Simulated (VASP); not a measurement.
Runs of VASP 6.6.1 on KCl. The structure is that of space group Fm-3m (No. 225), or close to it. The cells are those of the table. 

```tsv
task	cell	cutoff (eV)	k mesh for the DOS	occupations for the DOS	gap on the mesh (eV)	pressure (GPa)
single point	a = 4.371 Å, angles 60.0°, 2 atoms	520	-	-	5.38	2.0
single point	a = 4.510 Å, angles 60.0°, 2 atoms	520	-	-	5.05	0.0
single point	a = 4.465 Å, angles 60.0°, 2 atoms	520	-	-	5.15	0.6
single point	a = 4.599 Å, angles 60.0°, 2 atoms	520	-	-	4.86	(a)
single point	a = 4.656 Å, angles 60.0°, 2 atoms	520	-	-	4.75	-1.2
relaxation of cell and atoms	relaxed from a = 4.450 Å, angles 60.0°, 2 atoms	600	-	-	5.04	0.0
single point	a = 4.322 Å, angles 60.0°, 2 atoms	520	-	-	(b)	2.9
```

Alike in all rows: level PBE; potentials or basis VASP PAW PBE potentials, release 64 (K_sv, Cl); no spin polarisation; k mesh 6 × 6 × 6; smearing gaussian 0.02 eV.

Fill in the values left out.

(a) -0.8; (b) 5.50.

